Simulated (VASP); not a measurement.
Runs of VASP 6.6.1 on Be3BiAs. The structure is that of space group Pm-3m (No. 221), or close to it. The cells are those of the table. 

```csv
cell,gap on the mesh (eV),pressure (GPa)
"a = 5.500 Å, 5 atoms",none,(b)
"a = 4.698 Å, 5 atoms",none,(a)
"a = 5.268 Å, 5 atoms",none,-7.4
"a = 4.891 Å, 5 atoms",none,-4.0
"a = 5.384 Å, 5 atoms",none,-7.6
```

Alike in all rows: task single point; level PBE; potentials or basis VASP PAW PBE potentials, release 64 (As, Bi_d, Be); no spin polarisation; k mesh 4 × 4 × 4; cutoff (eV) 600; smearing gaussian 0.05 eV.

**Question.** Fill in the values left out.

**Answer.** (a) 0.0; (b) -7.5.

Caveats: spin-orbit coupling is left out, which moves the levels of the heavy elements; the cell stands under tension (at least some runs).

A k mesh can miss the band edges, and the runs leave out spin-orbit coupling on As, Bi.

A gap of «none» marks levels without a gap at the run's occupations.
